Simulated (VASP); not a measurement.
# Nb (P6_3/mmc) in VASP: further runs, part 2 of 2

VASP 6.6.1.

## 3. Relaxation of cell and atoms, PBEsol

This run uses another cell than the first one, of 18.05 Å³/atom.

INCAR reads:

```
PREC     = Accurate       # precision mode
ENCUT    = 600            # plane-wave cutoff, eV
EDIFF    = 1E-6           # SCF threshold, eV
ISMEAR   = 0              # smearing method
SIGMA    = 0.1            # smearing width, eV
LREAL    = False          # projectors in reciprocal space
LASPH    = True           # aspherical terms in the spheres
NELM     = 60             # most SCF steps
ALGO     = Fast           # electronic algorithm
ISIF     = 3              # what is computed and relaxed
LWAVE    = False          # write WAVECAR
LCHARG   = False          # write CHGCAR
GGA      = PS             # functional
IBRION   = 2              # ionic algorithm
NSW      = 100            # ionic steps
EDIFFG   = -0.01          # ionic threshold
```

KPOINTS reads:

```
regular mesh
0
Gamma
  18 18 6
```

POSCAR reads:

```
Nb
1.0
    2.8184813990      0.0000000000      0.0000000000
   -1.4092406995      2.4408764916      0.0000000000
    0.0000000000      0.0000000000     10.4941937683
Nb
4
Direct
    0.0000000000      0.0000000000      0.0000000000
    0.0000000000      0.0000000000      0.5000000000
    0.3333333333      0.6666666667      0.7500000000
    0.6666666667      0.3333333333      0.2500000000
```

Potentials or basis: VASP PAW PBE potentials, release 64 (Nb_sv).

The run is started by

```bash
$ cat potpaw_PBE.64/Nb_sv/POTCAR > POTCAR
$ mpirun -np 1 vasp_std > vasp.out
```

OUTCAR:

```text
PREC = Accurate
   ENCUT = 600
   EDIFF = 1E-6
   ISMEAR = 0
   LREAL = False
   LASPH = True
   NELM = 60
   ISIF = 3
   GGA = PS
   IBRION = 2
   NSW = 100
   EDIFFG = -0.01

 ion  position               nearest neighbor table
   1  0.000  0.000  0.000-
   2  0.000  0.000  0.500-
   3  0.333  0.667  0.750-
   4  0.667  0.333  0.250-

  LATTYP: Found a hexagonal cell.
 ALAT       =     2.8184813990
 C/A-ratio  =     3.7233503730

  Lattice vectors:

 A1 = (   2.8184813990,   0.0000000000,   0.0000000000)
 A2 = (  -1.4092406995,   2.4408764916,   0.0000000000)
 A3 = (   0.0000000000,   0.0000000000,  10.4941937683)

Analysis of symmetry for initial positions (statically):
=====================================================================
 Subroutine PRICEL returns:
 Original cell was already a primitive cell.

 Routine SETGRP: Setting up the symmetry group for a
 hexagonal supercell.

 Subroutine GETGRP returns: Found 24 space group operations
 (whereof 12 operations were pure point group operations)
 out of a pool of 24 trial point group operations.
[... 175 lines left out ...]

  FORCE on cell =-STRESS in cart. coord.  units (eV):
  Direction    XX          YY          ZZ          XY          YZ          ZX
  --------------------------------------------------------------------------------------
  -------------------------------------------------------------------------------------
  Total        0.1649641      0.1649641     -0.7885861      0.0000000      0.0000000      0.0000000
  in kB        3.6609177      3.6609177    -17.5004669      0.0000000      0.0000000      0.0000000
  external PRESSURE =      -3.3928772 kB  Pullay stress =       0.0000000 kB
[... 139 lines left out ...]
--------------------------------------- Ionic step        5  -------------------------------------------

 number of electron      52.0000005 magnetization

 Free energy of the ion-electron system (eV)
  ---------------------------------------------------
  ext. energy  EPLUGINS =         0.00000000
  ---------------------------------------------------
  free energy    TOTEN  =       -42.61270916 eV

  energy without entropy =      -42.58698041  energy(sigma->0) =      -42.59984478

 E-fermi :  11.3886     XC(G=0): -12.6163

 val. band max:       11.3790869513   @ k =   0.3333   0.0000   0.3333
 cond. band min:      11.3887468596   @ k =   0.2222   0.2222   0.1667
 fundamental gap:      0.0096599083
 Fermi energy:        11.3886430109

 k-point     1 :       0.0000    0.0000    0.0000
  band No.  band energies     occupation
      1     -43.2061      2.00000
      2     -43.1499      2.00000
      3     -43.1196      2.00000
      4     -43.0623      2.00000
      5     -19.7594      2.00000
      6     -19.2730      2.00000
[... 805 lines left out ...]
     30      13.4641      0.00000
     31      13.9711      0.00000

 [... further k-points ...]

------------------------ aborting loop because EDIFF is reached ----------------------------------------

  FORCE on cell =-STRESS in cart. coord.  units (eV):
  Direction    XX          YY          ZZ          XY          YZ          ZX
  --------------------------------------------------------------------------------------
  -------------------------------------------------------------------------------------
  Total       -0.0032719     -0.0032719     -0.0164867      0.0000000      0.0000000      0.0000000
  in kB       -0.0728149     -0.0728149     -0.3669100      0.0000000      0.0000000      0.0000000
  external PRESSURE =      -0.1708466 kB  Pullay stress =       0.0000000 kB
[... 19 lines left out ...]
  FREE ENERGIE OF THE ION-ELECTRON SYSTEM (eV)
  ---------------------------------------------------
  free  energy   TOTEN  =       -42.6127091557 eV

  energy  without entropy=      -42.5869804108  energy(sigma->0) =      -42.59984478

 reached required accuracy - stopping structural energy minimisation
```

OSZICAR:

```text
N       E                     dE             d eps       ncg     rms          rms(c)
DAV:   1     0.785583663513E+03    0.78558E+03   -0.31286E+04  9176   0.197E+03
DAV:   2     0.232484016819E+02   -0.76234E+03   -0.75050E+03 10440   0.788E+02
DAV:   3    -0.394301458023E+02   -0.62679E+02   -0.60619E+02 15801   0.161E+02
[... 108 lines left out ...]
RMM:   9    -0.426127009103E+02   -0.82906E-05   -0.51003E-05 11474   0.325E-02    0.748E-03
RMM:  10    -0.426127047217E+02   -0.38114E-05   -0.31092E-05 10500   0.255E-02    0.450E-03
RMM:  11    -0.426127069412E+02   -0.22196E-05   -0.22302E-05  9855   0.201E-02    0.493E-03
RMM:  12    -0.426127082591E+02   -0.13179E-05   -0.13555E-05  9267   0.158E-02    0.552E-03
RMM:  13    -0.426127091557E+02   -0.89660E-06   -0.92259E-06  8505   0.131E-02
   5 F= -.42612709E+02 E0= -.42599845E+02  d E =-.222281E-03
```

CONTCAR:

```text
Nb
   1.00000000000000
     2.8264352596850069    0.0000000000000000    0.0000000000000000
    -1.4132176298425034    2.4477647370111422    0.0000000000000000
     0.0000000000000000   -0.0000000000000000   10.4057942647934141
  Nb
     4
Direct
     0.0000000000000000    0.0000000000000000    0.0000000000000000
     0.0000000000000000    0.0000000000000000    0.5000000000000000
     0.3333333332999970    0.6666666667000030    0.7500000000000000
     0.6666666667000030    0.3333333332999970    0.2500000000000000

  0.00000000E+00  0.00000000E+00  0.00000000E+00
  0.00000000E+00  0.00000000E+00  0.00000000E+00
  0.00000000E+00  0.00000000E+00  0.00000000E+00
  0.00000000E+00  0.00000000E+00  0.00000000E+00
```

Wall time 44 min (1 thread of Intel Xeon Platinum 8488C (Sapphire Rapids), shared host); peak memory 0.43 GiB.

What came out:

- Free energy: -42.6127 eV
- Relaxed volume: 18.00 Å³/atom
- Relaxed cell: a = 2.826 Å, b = 2.826 Å, c = 10.406 Å, α = 90.00°, β = 90.00°, γ = 120.00°
- Space group after relaxing (to 0.1 Å): P6_3/mmc (No. 194)
- Energy gained by relaxing: 0.9 meV/atom
- Ionic steps: 5
- Pressure after relaxing: 0.0 GPa
- Band gap on the k mesh: zero (bands 26 and 27 overlap by 1.59 eV)

The path:
```
step  energy change (eV)  largest force (eV/Å)  pressure (GPa)  volume (Å³)
   1              0.0000                0.0000           -0.34        72.20
   2             -0.0035                0.0000            0.49        71.79
   3             -0.0036                0.0000            0.38        71.84
   4             -0.0033                0.0000           -0.55        72.22
   5             -0.0038                0.0000           -0.02        71.99
```

Final structure:
```
Nb
1.0
     2.82644    0.00000    0.00000
    -1.41322    2.44776    0.00000
     0.00000    0.00000   10.40579
Nb
4
Cartesian
  0.0000 0.0000 0.0000
  0.0000 0.0000 5.2029
  0.0000 1.6318 7.8043
  1.4132 0.8159 2.6014
```

Caveat: the PAW data sets were made with another functional, which shifts forces and pressure a little.

## 4. Single point, PBEsol

This run uses another cell than the first one: it holds 2 atoms, not 4.

INCAR reads:

```
  PREC = Accurate
  ENCUT = 500
  EDIFF = 1E-6
  ISMEAR = 0
  SIGMA = 0.1
  LREAL = False
  LASPH = True
  NELM = 120
  ALGO = Normal
  ISIF = 2
  LWAVE = False
  LCHARG = False
  GGA = PS
  NBANDS = 20
  GGA_COMPAT = False
```

KPOINTS reads:

```
regular mesh
0
Gamma
  24 24 10
```

POSCAR reads:

```
Nb
1.0
    2.8338414522      0.0000000000      0.0000000000
   -1.4169207261      2.4541786879      0.0000000000
    0.0000000000      0.0000000000      5.1847768796
Nb
2
Direct
    0.3333333333      0.6666666667      0.2500000000
    0.6666666667      0.3333333333      0.7500000000
```

The run is started by

```bash
$ cat potpaw_PBE.64/Nb_sv/POTCAR > POTCAR
$ mpirun -np 1 vasp_std > vasp.out
```

Wall time 5.9 min (1 thread of Intel Xeon 8259CL, shared host); peak memory 0.31 GiB.

The run converged. Its results:

| Quantity | Value |
| --- | --- |
| Free energy | -21.2901 eV |
| Pressure | -0.3 GPa |
| Band gap on the k mesh | zero (bands 13 and 14 overlap by 3.06 eV) |

Levels at points of the mesh, in eV from the Fermi level:
```csv
k point,band 11,band 12,band 13,band 14,band 15,band 16
"(0.00, 0.00, 0.00)",-1.05,0.31,0.31,0.51,0.77,0.77
"(0.50, 0.00, 0.00)",-3.42,-0.58,0.33,0.38,0.73,4.63
"(0.00, 0.00, 0.50)",-1.30,-1.30,0.37,0.37,0.37,0.37
"(0.50, 0.00, 0.50)",-2.52,-2.52,2.18,2.18,2.27,2.27
```

Caveat: the PAW data sets were made with another functional, which shifts forces and pressure a little.

## 5. The runs side by side

```csv
task,cell,k mesh,cutoff (eV),gap on the mesh (eV),pressure (GPa),relaxed volume (Å³/atom)
relaxation of cell and atoms,"relaxed from a = 2.823, b = 2.823, c = 10.644 Å, angles 90.0, 90.0, 120.0°, 4 atoms, atomic positions A",18 × 18 × 6,600,none,0.0,18.33
relaxation of cell and atoms,"relaxed from a = 2.818, b = 2.818, c = 10.494 Å, angles 90.0, 90.0, 120.0°, 4 atoms, atomic positions B",18 × 18 × 6,600,none,0.0,18.00
single point,"a = 2.834, b = 2.834, c = 5.185 Å, angles 90.0, 90.0, 120.0°, 2 atoms, atomic positions C",24 × 24 × 10,500,none,-0.3,-
```

Alike in all rows: level PBEsol; potentials or basis VASP PAW PBE potentials, release 64 (Nb_sv); no spin polarisation; smearing gaussian 0.1 eV.

Caveats: the PAW data sets were made with another functional, which shifts forces and pressure a little.

Absolute energies hang on the potentials; compare differences alone.
